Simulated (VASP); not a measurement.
Co:

```
CELL_PARAMETERS angstrom
2.50710 0.00000 0.00000
-1.25355 2.17121 0.00000
0.00000 0.00000 4.06860
ATOMIC_POSITIONS crystal
Co 0.33333 0.66667 0.25000
Co 0.66667 0.33333 0.75000
```

| Property | Result |
| --- | --- |
| Program | VASP 6.6.1 |
| Task | relaxation of cell and atoms |
| Functional | PBE |
| Potentials or basis | VASP PAW PBE potentials, release 64 (Co) |
| Cutoff | 600 eV |
| k mesh | 23 × 23 × 13 |
| Occupations | fermi-dirac, width 0.05 eV |
| Spin | collinear spin, ferromagnetic start |
| Starting moments | [1.7, 1.7] μB |

At the start: pressure -4.8 GPa; volume 11.07 Å³/atom.

Problem. How do energy, volume and symmetry change on relaxing?

Solution. Over 10 steps the energy falls by 4.2 meV/atom and the volume is 10.81 Å³/atom (-2.4 %); space group P6_3/mmc (No. 194, to 0.1 Å) before and after; moment 3.18 μB per cell.

The path:
```
step  energy change (eV)  largest force (eV/Å)  pressure (GPa)  volume (Å³)
   1              0.0000                0.0000           -4.83        22.15
   2              0.0004                0.0000            5.58        21.09
   3             -0.0084                0.0000            0.03        21.62
   4             -0.0084                0.0000           -0.07        21.63
   5             -0.0084                0.0000           -0.01        21.63
   6             -0.0084                0.0000           -0.07        21.63
   7             -0.0084                0.0000           -0.21        21.63
   8             -0.0084                0.0000           -0.10        21.63
   9             -0.0084                0.0000            0.06        21.61
  10             -0.0084                0.0000            0.03        21.62
```

Final structure:
```xyz
2
Lattice="2.4898 0.0000 0.0000 -1.2449 2.1562 0.0000 0.0000 0.0000 4.0263" Properties=species:S:1:pos:R:3 pbc="T T T"
Co    0.0000    1.4375    1.0066
Co    1.2449    0.7187    3.0197
```
